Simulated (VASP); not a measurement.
RePb3:

```
CELL_PARAMETERS angstrom
4.70991 0.00000 0.00000
0.00000 4.70991 0.00000
0.00000 0.00000 4.70991
ATOMIC_POSITIONS crystal
Re 0.00000 0.00000 0.00000
Pb 0.00000 0.50000 0.50000
Pb 0.50000 0.00000 0.50000
Pb 0.50000 0.50000 0.00000
```

```yaml
Program: VASP 6.6.1
Task: relaxation of cell and atoms
Functional: PBE
Potentials_or_basis: VASP PAW PBE potentials, release 64 (Re, Pb_d)
Cutoff: 600 eV
k_mesh: 10 × 10 × 10
Occupations: gaussian, width 0.1 eV
Spin: no spin polarisation
```

At the start: pressure -2.3 GPa; volume 26.12 Å³/atom.

Task: How do energy, volume and symmetry change on relaxing?

Result: Over 3 steps the energy falls by 7.3 meV/atom and the volume is 25.15 Å³/atom (-3.7 %); space group Pm-3m (No. 221, to 0.1 Å) before and after.

The path:
```csv
step,energy change (eV),largest force (eV/Å),pressure (GPa),volume (Å³)
1,0.0000,0.0000,-2.35,104.48
2,-0.0223,0.0000,1.29,98.81
3,-0.0294,0.0000,0.00,100.61
```

Final structure:
```xyz
4
Lattice="4.6510 0.0000 0.0000 0.0000 4.6510 0.0000 0.0000 0.0000 4.6510" Properties=species:S:1:pos:R:3 pbc="T T T"
Re    0.0000    0.0000    0.0000
Pb    0.0000    2.3255    2.3255
Pb    2.3255    0.0000    2.3255
Pb    2.3255    2.3255    0.0000
```
